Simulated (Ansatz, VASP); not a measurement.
## Two plane-wave programs on Ti

Contents of POSCAR:

```
Ti
1.0
    2.9357969437      0.0000000000      0.0000000000
   -1.4678984718      2.5424747336      0.0000000000
    0.0000000000      0.0000000000      4.6361929033
Ti
2
Direct
    0.3333333333      0.6666666667      0.2500000000
    0.6666666667      0.3333333333      0.7500000000
```

The input INCAR.step1:

```
SYSTEM = Ti
PREC = Accurate
ENCUT = 520
ISMEAR = 0
SIGMA = 0.15
LREAL = .FALSE.
LASPH = .TRUE.
NELM = 80
NBANDS = 19
GGA = PE
ALGO = Normal
EDIFF = 1E-4
LWAVE = .TRUE.
LCHARG = .FALSE.
```

File INCAR.step2:

```
SYSTEM = Ti
PREC = Accurate
ENCUT = 520
EDIFF = 1E-7
ISMEAR = 0
SIGMA = 0.15
LREAL = .FALSE.
LASPH = .TRUE.
NELM = 80
ALGO = Normal
ISIF = 2
LWAVE = .FALSE.
LCHARG = .TRUE.
METAGGA = R2SCAN
LMIXTAU = .TRUE.
LELF = .TRUE.
LVHAR = .TRUE.
NBANDS = 19
ISTART = 1
```

KPOINTS

```
Automatic mesh
0
G
  12 12 8
  0 0 0
```

Input for Ansatz:

```yaml
crystal:
  lattice:
    - [2.9357969437, 0.0, 0.0]
    - [-1.4678984718, 2.5424747336, 0.0]
    - [0.0, 0.0, 4.6361929033]
  atoms:
    - { symbol: Ti, position: [0.3333333333, 0.6666666667, 0.25] }
    - { symbol: Ti, position: [0.6666666667, 0.3333333333, 0.75] }
basis:
  ecutwfc: 500
kpoints:
  mp_grid: { grid: [12, 12, 8] }
hamiltonian:
  xc: r2scan
scf:
  occupations: { method: gaussian, width: 0.15 }
output:
  forces: true
  stress: true
  eigenvalues: true
```

Alike in both runs: task single point; functional r2SCAN; k mesh 12 × 12 × 8; occupations gaussian, width 0.15 eV; no spin polarisation.

|  | VASP | Ansatz |
| --- | --- | --- |
| version | VASP 6.6.1 | Ansatz 0.2.0 |
| potentials or method | VASP PAW PBE potentials, release 64 (Ti_sv), cutoff 520 eV | scalar-relativistic, plane waves, PAW |
| valence electrons in the cell | 24 | 24 |

```tsv
	VASP	Ansatz	Ansatz less VASP
gap on the k mesh at the Fermi level (eV)	none	none	-
pressure (GPa)	0.4	0.0	-0.37
```

VASP's potentials were made for PBE, not for r2SCAN. A gap of «none» marks a metal or a gap that the smearing closes.
